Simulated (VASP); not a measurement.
Runs of VASP 6.6.1 on Pt. The structure is that of space group P6_3/mmc (No. 194), or close to it. The cells are those of the table. 

| cell | gap on the mesh (eV) | pressure (GPa) |
| --- | --- | --- |
| a = 2.678, b = 2.678, c = 4.792 Å, angles 90.0, 90.0, 120.0°, 2 atoms | none | 12.4 |
| a = 2.761, b = 2.761, c = 4.792 Å, angles 90.0, 90.0, 120.0°, 2 atoms | none | -6.1 |
| a = 2.843, b = 2.843, c = 4.792 Å, angles 90.0, 90.0, 120.0°, 2 atoms | none | (b) |
| a = 2.802, b = 2.802, c = 4.792 Å, angles 90.0, 90.0, 120.0°, 2 atoms | none | (a) |
| a = 2.719, b = 2.719, c = 4.792 Å, angles 90.0, 90.0, 120.0°, 2 atoms | none | 2.2 |

Alike in all rows: task single point; level r2SCAN; potentials or basis VASP PAW PBE potentials, release 64 (Pt); no spin polarisation; k mesh 14 × 14 × 7; cutoff (eV) 520; smearing gaussian 0.1 eV.

Q: Estimate the missing entries.

A: (a) -12.7; (b) -18.1.

Caveats: the PAW data sets were made with another functional, which shifts forces and pressure a little; spin-orbit coupling is left out, which moves the levels of the heavy elements.

A k mesh can miss the band edges, and the runs leave out spin-orbit coupling on Pt.

A gap of «none» marks levels without a gap at the run's occupations.
